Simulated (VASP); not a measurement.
Here is a VASP 6.6.1 calculation.

INCAR

```
SYSTEM = TaTe
PREC     = Accurate       ! precision mode
ENCUT    = 520            ! plane-wave cutoff, eV
EDIFF    = 1E-7           ! SCF threshold, eV
ISMEAR   = 0              ! smearing method
SIGMA    = 0.05           ! smearing width, eV
LREAL    = .FALSE.        ! projectors in reciprocal space
LASPH    = .TRUE.         ! aspherical terms in the spheres
NELM     = 150            ! most SCF steps
ALGO     = Normal         ! electronic algorithm
ISIF     = 2              ! what is computed and relaxed
LWAVE    = .FALSE.        ! write WAVECAR
LCHARG   = .FALSE.        ! write CHGCAR
ISPIN    = 2              ! spin polarisation
MAGMOM   = 1.39 0         ! initial moments
LORBIT   = 11             ! projections on sites
LMAXMIX  = 4              ! l up to which the mixer works
GGA      = PE             ! functional
NBANDS   = 20             ! bands
```

KPOINTS

```
Automatic mesh
0
G
  10 10 10
  0 0 0
```

POSCAR

```
TaTe
1.0
    0.0000000000      3.1387196583      3.1387196583
    3.1387196583      0.0000000000      3.1387196583
    3.1387196583      3.1387196583      0.0000000000
Ta Te
1 1
Direct
    0.0000000000      0.0000000000      0.0000000000
    0.2500000000      0.2500000000      0.2500000000
```

Potentials or basis: VASP PAW PBE potentials, release 64 (Ta_pv, Te).

Launch:

```bash
$ cat potpaw_PBE.64/Ta_pv/POTCAR potpaw_PBE.64/Te/POTCAR > POTCAR
$ mpirun -np 1 vasp_std > vasp.out
```

Task: What does it give for the site moments?

Result: Ta +1.39; Te -0.03 μB.

Task: Predict the pressure.

Result: 1.5 GPa.

Task: Estimate the net moment.

Result: 2.05 μB per cell.
